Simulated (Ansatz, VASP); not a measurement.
## AlGaC4N4: VASP beside Ansatz

```
Al Ga C N
1.0
     4.11984   -5.37078    0.00000
     4.11984    5.37078    0.00000
     0.00000    0.00000    3.09912
Al Ga C N
1 1 4 4
Direct
  0.00000 0.00000 0.00000
  0.50000 0.50000 0.00000
  0.19539 0.80461 0.00000
  0.80461 0.19539 0.00000
  0.18338 0.18338 0.50000
  0.81662 0.81662 0.50000
  0.30375 0.69625 0.00000
  0.69625 0.30375 0.00000
  0.33143 0.33143 0.50000
  0.66857 0.66857 0.50000
```

Alike in both runs: functional PBE; k mesh 4 × 4 × 6; occupations gaussian, width 0.1 eV; no spin polarisation.

Ansatz relaxed the structure, and its values are those at the end. VASP's run is a single point on that final structure, the one shown.

```csv
,VASP,Ansatz
version,VASP 6.6.1,Ansatz 0.2.0
potentials or method,"VASP PAW PBE potentials, release 64 (Al, Ga_d, C, N), cutoff 520 eV","scalar-relativistic, plane waves, PAW"
valence electrons in the cell,52,52
```

|  | VASP | Ansatz | Ansatz less VASP |
| --- | --- | --- | --- |
| gap on the k mesh at the Fermi level (eV) | none | none | - |
| pressure (GPa) | 0.5 | 0.0 | -0.49 |
| rms of the force components (eV/Å) | 0.169 | 0.003 | -0.1656 |

A gap of «none» marks a metal or a gap that the smearing closes. One of these differences is far larger than is usual between the two programs; its cause wasn't traced.

Noted on VASP's run: the standard files for N, O and F lose accuracy on very short bonds.
